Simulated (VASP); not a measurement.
Set up this calculation in VASP 6.6.1, as the native input.

```yaml
Task: electric field gradients
Functional: LDA
Potentials_or_basis: VASP PAW LDA potentials, release 64 (La, Zn)
Cutoff: 520 eV
k_mesh: 9 × 9 × 9
Occupations: fermi-dirac, width 0.05 eV
Spin: no spin polarisation
Dipole_correction: no
Further_INCAR_settings: ALGO = Normal; EDIFF = 1e-08; NBANDS = 18
```

The structure of LaZn lies in POSCAR:

```
LaZn
1.0
    3.7500000000     -0.0375000000     -0.0375000000
   -0.0375000000      3.7500000000     -0.0375000000
   -0.0375000000     -0.0375000000      3.7500000000
La Zn
1 1
Direct
    0.5000000000      0.5000000000      0.5000000000
    0.0000000000      0.0000000000      0.0000000000
```

This cell differs from its parent crystal: equal xy, yz and zx shear strains of -2 %.

These files were run (other wordings do the same):

INCAR

```
SYSTEM = LaZn
PREC = Accurate ; ENCUT = 520
EDIFF = 1E-8 ; ISMEAR = -1
SIGMA = 0.05 ; LREAL = .FALSE.
LASPH = .TRUE. ; NELM = 60
ALGO = Normal ; ISIF = 2
LWAVE = .FALSE. ; LCHARG = .FALSE.
GGA = CA ; LEFG = .TRUE.
NBANDS = 18
```

KPOINTS

```
Automatic mesh
0
G
  9 9 9
  0 0 0
```

Potentials or basis: VASP PAW LDA potentials, release 64 (La, Zn).

The run is started by

```sh
$ cat potpaw_LDA.64/La/POTCAR potpaw_LDA.64/Zn/POTCAR > POTCAR
$ mpirun -np 1 vasp_std > vasp.out
```

Results of the run:

The pressure is -3.9 GPa.

Caveat: the cell differs from its parent crystal (equal xy, yz and zx shear strains of -2 %); without QUAD_EFG the Cq values of the log hold for a quadrupole moment of 1 mb, not for the nuclei.

It took 99 s on 1 thread of Oxide Virtual Turin-like Processor, with other jobs on the host, peak memory 0.19 GiB.
